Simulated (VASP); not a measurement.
InGa3P4: single point with PBE

InGa3P4:

```
In Ga P
1.0
    -2.80836    2.80836    5.60527
     2.80836   -2.80836    5.60527
     2.80836    2.80836   -5.60527
In Ga P
1 3 4
Direct
  0.50000 0.50000 0.00000
  0.75000 0.25000 0.50000
  0.00000 0.00000 0.00000
  0.25000 0.75000 0.50000
  0.10696 0.63281 0.00000
  0.36719 0.36719 0.47415
  0.63281 0.10696 0.00000
  0.89304 0.89304 0.52585
```

```yaml
Program: VASP 6.6.1
Task: single point
Functional: PBE
Potentials_or_basis: VASP PAW PBE potentials, release 64 (In_d, Ga_d, P)
Cutoff: 520 eV
k_mesh: 4 × 4 × 4
Occupations: gaussian, width 0.1 eV
Spin: no spin polarisation
```

- Pressure: 0.1 GPa
- Largest force: 0.012 eV/Å
- Band gap on the k mesh: 1.17 eV

Forces in eV/Å, atoms in the order of the input:
```
In   0.000  0.000  0.000
Ga   0.000  0.000  0.000
Ga   0.000  0.000  0.000
Ga   0.000  0.000  0.000
P    0.008 -0.008  0.003
P   -0.008 -0.008 -0.003
P   -0.008  0.008  0.003
P    0.008  0.008 -0.003
```

Levels at points of the mesh, in eV from the valence-band top:
| k point | band 33 | band 34 | band 35 | band 36 | band 37 | band 38 | band 39 | band 40 |
| --- | --- | --- | --- | --- | --- | --- | --- | --- |
| (0.00, 0.00, 0.00) | -2.45 | -0.05 | 0.00 | 0.00 | 1.17 | 1.74 | 1.96 | 3.92 |
| (0.50, 0.00, 0.00) | -2.21 | -1.84 | -1.17 | -1.11 | 3.02 | 3.36 | 3.38 | 3.53 |
| (0.50, 0.50, 0.00) | -1.13 | -1.04 | -0.84 | -0.84 | 1.36 | 1.65 | 2.74 | 3.33 |
| (0.50, 0.50, 0.50) | -1.75 | -1.75 | -1.31 | -1.31 | 1.77 | 1.77 | 1.84 | 2.06 |

Wall time 3.3 min on 1 thread of Intel(R) Xeon(R) Platinum 8559C (Emerald Rapids) (shared host), peak memory 0.43 GiB.

Caveat: spin-orbit coupling is left out, which moves the levels of the heavy elements. A k mesh can miss the band edges.
